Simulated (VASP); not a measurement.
# Si: single point with PBEsol

Si:

```xyz
2
Lattice="2.6896 2.6896 0.0000 -2.6896 2.6896 0.0000 0.0000 2.6896 2.7380" Properties=species:S:1:pos:R:3 pbc="T T T"
Si   -1.3448    4.0345    1.3690
Si    0.0000    0.0000    0.0000
```

This cell differs from its parent crystal: film at in-plane strain -0.01.

```json
{
  "Program": "VASP 6.6.1",
  "Task": "single point",
  "Functional": "PBEsol",
  "Potentials or basis": "VASP PAW PBE potentials, release 64 (Si)",
  "Cutoff": "520 eV",
  "k mesh": "8 × 8 × 8",
  "Occupations": "gaussian, width 0.01 eV",
  "Spin": "no spin polarisation"
}
```

| Property | Result |
| --- | --- |
| Pressure | 1.3 GPa |
| Band gap on the k mesh | 0.39 eV, indirect (least direct gap 2.46 eV) |

Stress tensor (GPa, compression positive):
```
1.88 0.00 0.00
0.00 1.88 0.00
0.00 0.00 0.15
```

Levels at points of the mesh, in eV from the valence-band top:
| k point | band 1 | band 2 | band 3 | band 4 | band 5 | band 6 | band 7 | band 8 | band 9 |
| --- | --- | --- | --- | --- | --- | --- | --- | --- | --- |
| (0.00, 0.00, 0.00) | -12.11 | -0.13 | 0.00 | 0.00 | 2.46 | 2.46 | 2.52 | 3.40 | 7.48 |
| (0.50, 0.00, 0.00) | -9.73 | -7.11 | -1.34 | -1.17 | 1.45 | 3.17 | 3.30 | 7.49 | 10.40 |
| (0.50, 0.50, 0.00) | -7.87 | -7.87 | -2.99 | -2.99 | 0.48 | 0.48 | 10.04 | 10.04 | 11.00 |
| (0.00, 0.00, 0.50) | -7.98 | -7.98 | -2.85 | -2.85 | 0.62 | 0.62 | 10.13 | 10.13 | 10.88 |

It took 35 s on 1 thread of Intel Xeon 8259CL, with other jobs on the host, peak memory 0.16 GiB.

Caveat: the cell differs from its parent crystal (film at in-plane strain -0.01); the PAW data sets were made with another functional, which shifts forces and pressure a little. A k mesh can miss the band edges.
